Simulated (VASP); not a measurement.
A run of VASP 6.6.1 is set up as follows.

The input INCAR:

```
  PREC = Accurate
  ENCUT = 520
  EDIFF = 1E-6
  ISMEAR = 0
  SIGMA = 0.05
  LREAL = False
  LASPH = True
  NELM = 60
  ALGO = Normal
  ISIF = 2
  LWAVE = False
  LCHARG = True
  GGA = PE
  LELF = True
  LVHAR = True
  NBANDS = 16
```

Contents of KPOINTS:

```
regular mesh
0
Gamma
  12 12 6
```

Contents of POSCAR:

```
AlN
1.0
    3.2945771400      0.0000000000      0.0000000000
   -1.6472885700      2.5685464649      0.0000000000
    0.0000000000      0.0000000000      5.0179796548
Al N
2 2
Direct
    0.3333333333      0.6666666667      0.0017287175
    0.6666666667      0.3333333333      0.5017287175
    0.3333333333      0.6666666667      0.3832712825
    0.6666666667      0.3333333333      0.8832712825
```

Potentials or basis: VASP PAW PBE potentials, release 64 (Al, N).

The run is started by

```sh
$ cat potpaw_PBE.64/Al/POTCAR potpaw_PBE.64/N/POTCAR > POTCAR
$ mpirun -np 1 vasp_std > vasp.out
```

Task: What does it give for the largest force?

Result: 1.266 eV/Å.

Task: Predict the band gap on the k mesh.

Result: 3.95 eV, direct.

Task: Estimate the pressure.

Result: 1.6 GPa.

Stress tensor (GPa, compression positive):
```
-15.45   0.00   0.00
  0.00  20.17   0.00
  0.00   0.00   0.02
```

Caveat: the cell differs from its parent crystal (strain +0.0525 x Voigt [1, -1, 0, 0, 0, 0]); forces of over 1 eV/Å act on the atoms, so gaps and moduli don't describe the material at rest. A k mesh can miss the band edges.
